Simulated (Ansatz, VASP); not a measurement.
## O in VASP and in Ansatz

INCAR

```
SYSTEM = O
ALGO = Normal
EDIFF = 1E-8
ENCUT = 520
GGA = CA
ISIF = 2
ISMEAR = -1
LASPH = .True.
LCHARG = .False.
LEFG = .True.
LREAL = .False.
LWAVE = .False.
NBANDS = 13
NELM = 80
PREC = Accurate
SIGMA = 0.02
```

File KPOINTS:

```
k-points
0
Gamma
  10 10 10
  0 0 0
```

The input POSCAR:

```
O
1.0
    1.4041122177      0.8106645668      3.3622362452
   -1.4041122177      0.8106645668      3.3622362452
    0.0000000000     -1.6213291337      3.3622362452
O
2
Direct
    0.0577000000      0.0577000000      0.0577000000
    0.9423000000      0.9423000000      0.9423000000
```

Input for Ansatz:

```yaml
crystal:
  lattice:
    - [1.4041122177, 0.8106645668, 3.3622362452]
    - [-1.4041122177, 0.8106645668, 3.3622362452]
    - [0.0, -1.6213291337, 3.3622362452]
  atoms:
    - { symbol: O, position: [0.0577, 0.0577, 0.0577] }
    - { symbol: O, position: [0.9423, 0.9423, 0.9423] }
kpoints:
  mp_grid: { grid: [10, 10, 10] }
scf:
  occupations: { method: fermi_dirac, width: 0.02 }
hamiltonian:
  xc: lda
  pseudopotentials: { kind: paw }
output:
  forces: true
  stress: true
  eigenvalues: true
  efg: { contact_densities: true }
```

Change from the starting cell: functional lda, volume scaled by 0.96, PAW files.

Alike in both runs: task electric field gradients; functional LDA; k mesh 10 × 10 × 10; occupations fermi-dirac, width 0.02 eV; no spin polarisation.

|  | VASP | Ansatz |
| --- | --- | --- |
| version | VASP 6.6.1 | Ansatz 0.2.0 |
| potentials or method | VASP PAW LDA potentials, release 64 (O) | PAW with Ansatz's default frozen-core files, scalar-relativistic |
| plane-wave cutoff (eV) | 520 | 420 |
| valence electrons in the cell | 12 | 12 |

Ansatz gave:

* pressure (GPa): 0.3
* traceless stress, the component that is largest in VASP (GPa): 25.09
* rms of the force components (eV/Å): 1.588
* size of Vzz on the site where it differs most (V/Å²): 109.2

Problem. Estimate VASP's values.

Solution. Pressure (GPa): 6.5; traceless stress, the component that is largest in VASP (GPa): 38.27; rms of the force components (eV/Å): 3.016; size of Vzz on the site where it differs most (V/Å²): 110.2.

LDA's correlation is that of Perdew and Zunger in VASP and of Perdew and Wang (1992) in Ansatz. Atom by atom the forces differ by 1.428 eV/Å (rms over components).

Noted on VASP's run: the standard files for N, O and F lose accuracy on very short bonds; spin is off for a triplet molecule.
